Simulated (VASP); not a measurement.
Set up this calculation in VASP 6.6.1, as the native input.

| Item | Value |
| --- | --- |
| Task | single point |
| Functional | revPBE |
| Potentials or basis | VASP PAW PBE potentials, release 64 (Co) |
| Cutoff | 520 eV |
| k mesh | 21 × 21 × 14 |
| Occupations | fermi-dirac, width 0.1 eV |
| Spin | no spin polarisation |
| Dipole correction | no |
| Further INCAR settings | ALGO = Normal; EDIFF = 1e-06; NBANDS = 16 |

The structure of Co lies in POSCAR:

```
Co
1.0
   -2.8515282095      2.4816426261      1.2041241903
    2.4816426261     -2.8515282095      1.2041241903
    2.0833443082      2.0833443082     -1.8815703136
Co
2
Direct
    0.9886644562      0.0113355438      1.0000000000
    0.7613355438      0.2386644562      0.5000000000
```

The input as run:

INCAR

```
SYSTEM = Co
ALGO = Normal
EDIFF = 1E-6
ENCUT = 520
GGA = RE
ISIF = 2
ISMEAR = -1
LASPH = .TRUE.
LCHARG = .FALSE.
LREAL = .FALSE.
LWAVE = .FALSE.
NBANDS = 16
NELM = 100
PREC = Accurate
SIGMA = 0.1
```

KPOINTS

```
k-points
0
G
  21 21 14
  0 0 0
```

Potentials or basis: VASP PAW PBE potentials, release 64 (Co).

Command:

```sh
$ cat potpaw_PBE.64/Co/POTCAR > POTCAR
$ mpirun -np 1 vasp_std > vasp.out
```

It gave:

```
Pressure               : -8.0 GPa
Largest force          : 0.078 eV/Å
Band gap on the k mesh : zero (bands 9 and 10 overlap by 1.14 eV)
```

Caveat: the cell stands under tension; the PAW data sets were made with another functional, which shifts forces and pressure a little; the run has no spin polarisation, though such a crystal can be magnetic.

Run time: 12 min on 1 thread of Intel(R) Xeon(R) Platinum 8259CL CPU @ 2.50GHz (Skylake/Cascade Lake), with other jobs on the host, peak memory 0.61 GiB.
